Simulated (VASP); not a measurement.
Runs of VASP 6.6.1 on Ti. The structure is that of space group P6/mmm (No. 191), or close to it. The cells are those of the table. This isn't the form of Ti at room conditions, which is hcp.

```tsv
cell	gap on the mesh (eV)	pressure (GPa)
a = 4.584, b = 4.584, c = 2.846 Å, angles 90.0, 90.0, 120.0°, 3 atoms	none	-9.5
a = 4.451, b = 4.451, c = 2.771 Å, angles 90.0, 90.0, 120.0°, 3 atoms	none	(a)
a = 4.542, b = 4.542, c = 2.820 Å, angles 90.0, 90.0, 120.0°, 3 atoms	none	-6.8
a = 4.308, b = 4.308, c = 2.692 Å, angles 90.0, 90.0, 120.0°, 3 atoms	none	13.9
```

Alike in all rows: task single point; level LDA; potentials or basis VASP PAW LDA potentials, release 64 (Ti_sv); no spin polarisation; k mesh 12 × 12 × 14; cutoff (eV) 520; smearing gaussian 0.1 eV.

Fill in the values left out.

(a) -0.3.

Caveats: the cell stands under tension (at least some runs); the cell stands under pressure (at least some runs).

A gap of «none» marks levels without a gap at the run's occupations.
